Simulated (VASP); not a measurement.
Set up this calculation in VASP 6.6.1, as the native input.

```yaml
Task: single point
Functional: PBE
Potentials_or_basis: VASP PAW PBE potentials, release 64 (Cu, N)
Cutoff: 600 eV
k_mesh: 6 × 6 × 6
Occupations: fermi-dirac, width 0.02 eV
Spin: no spin polarisation
Dipole_correction: no
Further_INCAR_settings: ALGO = Normal; EDIFF = 1e-06; NBANDS = 27
```

The structure of Cu3N lies in POSCAR:

```
Cu3N
1.0
    3.7893700971      0.0000000000      0.0000000000
    0.0000000000      3.7893700971      0.0000000000
    0.0000000000      0.0000000000      3.7893700971
Cu N
3 1
Direct
    0.5000000000      0.0000000000      0.0000000000
    0.0000000000      0.5000000000      0.0000000000
    0.0000000000      0.0000000000      0.5000000000
    0.0000000000      0.0000000000      0.0000000000
```

These files were run (other wordings do the same):

INCAR

```
SYSTEM = Cu3N
ALGO = Normal
EDIFF = 1E-6
ENCUT = 600
GGA = PE
GGA_COMPAT = .FALSE.
ISIF = 2
ISMEAR = -1
LASPH = .TRUE.
LCHARG = .FALSE.
LREAL = .FALSE.
LWAVE = .FALSE.
NBANDS = 27
NELM = 120
PREC = Accurate
SIGMA = 0.02
```

KPOINTS

```
k-points
0
G
  6 6 6
  0 0 0
```

Potentials or basis: VASP PAW PBE potentials, release 64 (Cu, N).

Run with:

```sh
$ cat potpaw_PBE.64/Cu/POTCAR potpaw_PBE.64/N/POTCAR > POTCAR
$ mpirun -np 1 vasp_std > vasp.out
```

Results of the run:

| Quantity | Value |
| --- | --- |
| Pressure | 4.7 GPa |
| Band gap on the k mesh | 0.14 eV, indirect (least direct gap 0.69 eV) |

Run time: 16 s on 1 thread of Intel(R) Xeon(R) 6975P-C (Granite Rapids), with other jobs on the host, peak memory 0.18 GiB.
